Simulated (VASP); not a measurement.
# ZrS in VASP: further runs, part 2 of 2

VASP 6.6.1. Earlier steps stand in the parts before.

### Step 3. Single point, PBEsol (uniaxial strain along a: +1.0 %, then relaxed in part)

File INCAR:

```
SYSTEM = ZrS
PREC = Accurate
ENCUT = 520
EDIFF = 1E-6
ISMEAR = 0
SIGMA = 0.1
LREAL = .FALSE.
LASPH = .TRUE.
NELM = 60
ALGO = Normal
ISIF = 2
LWAVE = .FALSE.
LCHARG = .FALSE.
GGA = PS
NBANDS = 26
```

File KPOINTS:

```
Automatic mesh
0
G
  14 14 10
  0 0 0
```

File POSCAR:

```
ZrS
1.0
    2.6089061042      2.6089061042      0.0000000000
   -2.5656236480      2.5656236480      0.0000000000
    0.0000000000      0.0000000000      5.1577324407
Zr S
2 2
Direct
    0.0000000000      0.0000000000      0.0000000000
    0.5000000000      0.5000000000      0.5000000000
    0.5000000000      0.5000000000      0.0000000000
    0.0000000000      0.0000000000      0.5000000000
```

Potentials or basis: VASP PAW PBE potentials, release 64 (Zr_sv, S).

Started as:

```console
> cat potpaw_PBE.64/Zr_sv/POTCAR potpaw_PBE.64/S/POTCAR > POTCAR
> mpirun -np 1 vasp_std > vasp.out
```

It took 3.4 min on 1 thread of Intel Xeon 6975P-C (Granite Rapids), shared host; peak memory 0.61 GiB.

Results (log left out):

```yaml
Free_energy: -33.0271 eV
Pressure: 0.0 GPa
Band_gap_on_the_k_mesh: zero (band 18 reaches 12.74 eV, above the bottom of band 19 at 9.75 eV)
```

Stress tensor (GPa, compression positive):
```
-0.18 -0.39  0.00
-0.39 -0.18  0.00
 0.00  0.00  0.22
```

Levels at points of the mesh, in eV from the Fermi level:
```tsv
k point	band 14	band 15	band 16	band 17	band 18	band 19	band 20	band 21	band 22	band 23
(0.00, 0.00, 0.00)	-3.70	-3.59	-3.53	-3.49	-1.59	-1.46	-1.40	-0.76	-0.75	0.53
(0.50, 0.00, 0.00)	-5.89	-5.71	-5.71	0.38	0.38	0.80	0.80	1.21	1.21	1.63
(0.00, 0.50, 0.00)	-6.06	-5.67	-5.67	0.29	0.29	0.69	0.69	1.30	1.30	1.90
(0.50, 0.50, 0.00)	-4.50	-4.49	-4.49	-3.70	-3.70	0.51	0.51	2.48	2.48	2.54
(0.00, 0.00, 0.50)	-4.50	-4.37	-4.37	-2.77	-2.77	-0.17	-0.17	1.30	1.30	1.41
(0.50, 0.00, 0.50)	-6.17	-6.08	-6.08	1.44	1.44	1.60	1.60	1.91	1.91	1.93
(0.00, 0.50, 0.50)	-6.25	-6.17	-6.17	1.53	1.53	1.62	1.62	1.87	1.87	1.98
(0.50, 0.50, 0.50)	-6.08	-6.01	-6.01	0.02	0.02	0.06	0.06	1.85	1.85	2.55
```

Caveat: the cell differs from its parent crystal (uniaxial strain along a: +1.0 %, then relaxed in part); the PAW data sets were made with another functional, which shifts forces and pressure a little.

### Step 4. Single point, PBEsol (uniaxial strain along a: +2.0 %, then relaxed in part)

File INCAR:

```
ALGO = Normal ; EDIFF = 1E-6
ENCUT = 520 ; GGA = PS
ISIF = 2 ; ISMEAR = 0
LASPH = T ; LCHARG = F
LREAL = F ; LWAVE = F
NBANDS = 26 ; NELM = 80
PREC = Accurate ; SIGMA = 0.1
```

File KPOINTS:

```
k-points
0
Gamma
  14 14 10
```

File POSCAR:

```
ZrS
1.0
    2.6347368577      2.6347368577      0.0000000000
   -2.5458162538      2.5458162538      0.0000000000
    0.0000000000      0.0000000000      5.1568859233
Zr S
2 2
Direct
    0.0000000000      0.0000000000      0.0000000000
    0.5000000000      0.5000000000      0.5000000000
    0.5000000000      0.5000000000      0.0000000000
    0.0000000000      0.0000000000      0.5000000000
```

Potentials or basis: VASP PAW PBE potentials, release 64 (Zr_sv, S).

Started as:

```console
> cat potpaw_PBE.64/Zr_sv/POTCAR potpaw_PBE.64/S/POTCAR > POTCAR
> mpirun -np 1 vasp_std > vasp.out
```

OUTCAR:

```text
EDIFF = 1E-6
   ENCUT = 520
   GGA = PS
   ISIF = 2
   ISMEAR = 0
   LASPH = T
   LREAL = F
   NELM = 80
   PREC = Accurate

 ion  position               nearest neighbor table
   1  0.000  0.000  0.000-   4 2.58   4 2.58   3 2.59   3 2.59   3 2.59   3 2.59   2 3.66   2 3.66
                             2 3.66   2 3.66   2 3.66   2 3.66   2 3.66   2 3.66
   2  0.500  0.500  0.500-   3 2.58   3 2.58   4 2.59   4 2.59   4 2.59   4 2.59   1 3.66   1 3.66
                             1 3.66   1 3.66   1 3.66   1 3.66   1 3.66   1 3.66
[... 916 lines left out ...]
 [... further k-points ...]
[... 5 lines left out ...]
  --------------------------------------------------------------------------------------
  -------------------------------------------------------------------------------------
  Total       -0.2567104     -0.2567104      0.0930232     -0.3413021      0.0000000      0.0000000
  in kB       -5.9452785     -5.9452785      2.1543677     -7.9043779      0.0000000      0.0000000
  external PRESSURE =      -3.2453964 kB  Pullay stress =       0.0000000 kB

 VOLUME and BASIS-vectors are now :
 -----------------------------------------------------------------------------
  energy-cutoff  :      520.00
  volume of cell :       69.18
      direct lattice vectors                 reciprocal lattice vectors
     2.634736858  2.634736858  0.000000000     0.189772272  0.189772272  0.000000000
    -2.545816254  2.545816254  0.000000000    -0.196400663  0.196400663  0.000000000
     0.000000000  0.000000000  5.156885923     0.000000000  0.000000000  0.193915478

 POSITION                                       TOTAL-FORCE (eV/Angst)
 -----------------------------------------------------------------------------------
      0.00000      0.00000      0.00000         0.000000      0.000000      0.000000
      0.04446      2.59028      2.57844        -0.000000     -0.000000     -0.000000
      0.04446      2.59028      0.00000         0.000000      0.000000      0.000000
      0.00000      0.00000      2.57844         0.000000      0.000000      0.000000
 -----------------------------------------------------------------------------------
    total drift:                               -0.000000      0.000000      0.000000

  FREE ENERGIE OF THE ION-ELECTRON SYSTEM (eV)
  ---------------------------------------------------
  free  energy   TOTEN  =       -33.0222953585 eV

  energy  without entropy=      -33.0092521909  energy(sigma->0) =      -33.01577377
```

OSZICAR:

```text
N       E                     dE             d eps       ncg     rms          rms(c)
DAV:   1     0.295653780248E+03    0.29565E+03   -0.18970E+04 19968   0.136E+03
DAV:   2    -0.135046659963E+02   -0.30916E+03   -0.30102E+03 23620   0.359E+02
DAV:   3    -0.337275451918E+02   -0.20223E+02   -0.19947E+02 32748   0.773E+01
DAV:   4    -0.347788856550E+02   -0.10513E+01   -0.10468E+01 28224   0.146E+01
DAV:   5    -0.348066115124E+02   -0.27726E-01   -0.27718E-01 29124   0.214E+00    0.240E+01
DAV:   6    -0.330915786483E+02    0.17150E+01   -0.48888E+00 23846   0.117E+01    0.108E+01
DAV:   7    -0.330354295304E+02    0.56149E-01   -0.75055E-01 31160   0.404E+00    0.363E+00
DAV:   8    -0.330248231818E+02    0.10606E-01   -0.11230E-01 23824   0.189E+00    0.541E-01
DAV:   9    -0.330222697790E+02    0.25534E-02   -0.16707E-02 24234   0.688E-01    0.198E-01
DAV:  10    -0.330223149037E+02   -0.45125E-04   -0.14083E-03 26966   0.291E-01    0.498E-02
DAV:  11    -0.330223001694E+02    0.14734E-04   -0.47426E-05 25938   0.533E-02    0.430E-02
DAV:  12    -0.330222953583E+02    0.48111E-05   -0.13233E-05 29496   0.232E-02    0.271E-03
DAV:  13    -0.330222953585E+02   -0.17644E-09   -0.77277E-07 13242   0.521E-03
   1 F= -.33022295E+02 E0= -.33015774E+02  d E =-.130432E-01
```

Run time: 3.4 min. Hardware: 1 thread of Intel Xeon 6975P-C (Granite Rapids), shared host; peak memory 0.61 GiB.

What came out:

```yaml
Free_energy: -33.0223 eV
Pressure: -0.3 GPa
Band_gap_on_the_k_mesh: zero (band 18 reaches 12.68 eV, above the bottom of band 19 at 9.72 eV)
```

Levels at points of the mesh, in eV from the Fermi level:
```
           k point  band 16  band 17  band 18  band 19  band 20  band 21
(0.00, 0.00, 0.00)    -3.53    -3.44    -1.68    -1.46    -1.30    -0.75
(0.50, 0.00, 0.00)    -5.72     0.43     0.43     0.85     0.85     1.12
(0.00, 0.50, 0.00)    -5.63     0.23     0.23     0.62     0.62     1.33
(0.50, 0.50, 0.00)    -4.49    -3.69    -3.69     0.49     0.49     2.38
(0.00, 0.00, 0.50)    -4.31    -2.77    -2.77    -0.16    -0.16     1.24
(0.50, 0.00, 0.50)    -5.98     1.28     1.28     1.64     1.64     1.92
(0.00, 0.50, 0.50)    -6.16     1.50     1.50     1.62     1.62     1.84
(0.50, 0.50, 0.50)    -5.97     0.01     0.01     0.08     0.08     1.76
```

Caveat: the cell differs from its parent crystal (uniaxial strain along a: +2.0 %, then relaxed in part); the PAW data sets were made with another functional, which shifts forces and pressure a little.

### Step 5. Single point, PBEsol (uniaxial strain along a: -3.0 %)

File INCAR:

```
SYSTEM = ZrS
  PREC = Accurate
  ENCUT = 520
  EDIFF = 1E-7
  ISMEAR = 0
  SIGMA = 0.1
  LREAL = .False.
  LASPH = .True.
  NELM = 80
  ALGO = Normal
  ISIF = 2
  LWAVE = .False.
  LCHARG = .False.
  GGA = PS
  NBANDS = 26
```

File KPOINTS:

```
regular mesh
0
Gamma
  14 14 10
  0 0 0
```

File POSCAR:

```
ZrS
1.0
    2.5055830902      2.5055830902      0.0000000000
   -2.6024484158      2.6024484158      0.0000000000
    0.0000000000      0.0000000000      5.2048968316
Zr S
2 2
Direct
    0.0000000000      0.0000000000      0.0000000000
    0.5000000000      0.5000000000      0.5000000000
    0.5000000000      0.5000000000      0.0000000000
    0.0000000000      0.0000000000      0.5000000000
```

Started as:

```console
> cat potpaw_PBE.64/Zr_sv/POTCAR potpaw_PBE.64/S/POTCAR > POTCAR
> mpirun -np 1 vasp_std > vasp.out
```

It took 3.6 min on 1 thread of Intel Xeon 6975P-C (Granite Rapids), shared host; peak memory 0.6 GiB.

The run converged. Its results:

* Free energy: -32.9940 eV
* Pressure: 2.7 GPa
* Band gap on the k mesh: zero (band 18 reaches 12.92 eV, above the bottom of band 19 at 9.76 eV)

Stress tensor (GPa, compression positive):
```
 4.72  0.91  0.00
 0.91  4.72  0.00
 0.00  0.00 -1.26
```

Levels at points of the mesh, in eV from the Fermi level:
```
           k point  band 15  band 16  band 17  band 18  band 19  band 20  band 21  band 22
(0.00, 0.00, 0.00)    -3.62    -3.58    -3.39    -1.67    -1.66    -1.22    -0.82    -0.71
(0.50, 0.00, 0.00)    -5.76    -5.76     0.33     0.33     0.76     0.76     1.27     1.27
(0.00, 0.50, 0.00)    -5.86    -5.86     0.55     0.55     1.03     1.03     1.10     1.10
(0.50, 0.50, 0.00)    -4.51    -4.51    -3.77    -3.77     0.54     0.54     2.49     2.49
(0.00, 0.00, 0.50)    -4.20    -4.20    -2.90    -2.90    -0.16    -0.16     1.17     1.17
(0.50, 0.00, 0.50)    -6.22    -6.22     1.50     1.50     1.68     1.68     1.87     1.87
(0.00, 0.50, 0.50)    -6.02    -6.02     1.36     1.36     1.66     1.66     1.99     1.99
(0.50, 0.50, 0.50)    -5.93    -5.93    -0.17    -0.17    -0.08    -0.08     1.86     1.86
```

Caveat: the cell differs from its parent crystal (uniaxial strain along a: -3.0 %); the PAW data sets were made with another functional, which shifts forces and pressure a little.

### Step 6. Overview

```csv
task,cell,k mesh,cutoff (eV),smearing,gap on the mesh (eV),pressure (GPa)
relaxation of cell and atoms,"relaxed from a = 3.653 Å, angles 60.0°, 2 atoms",14 × 14 × 14,600,fermi-dirac 0.15 eV,-,0.0
single point,"a = 3.690, b = 3.628, c = 5.158 Å, 4 atoms",14 × 14 × 10,520,gaussian 0.1 eV,none,0.0
single point,"a = 3.726, b = 3.600, c = 5.157 Å, 4 atoms",14 × 14 × 10,520,gaussian 0.1 eV,none,-0.3
single point,"a = 3.543, b = 3.680, c = 5.205 Å, 4 atoms",14 × 14 × 10,520,gaussian 0.1 eV,none,2.7
```

Alike in all rows: level PBEsol; potentials or basis VASP PAW PBE potentials, release 64 (Zr_sv, S); no spin polarisation.

Caveats: the PAW data sets were made with another functional, which shifts forces and pressure a little; the bands computed are all filled at some k points, so no gap is given (some runs).

Total energies depend on the potentials used, so only differences within one code and one set of settings carry meaning.
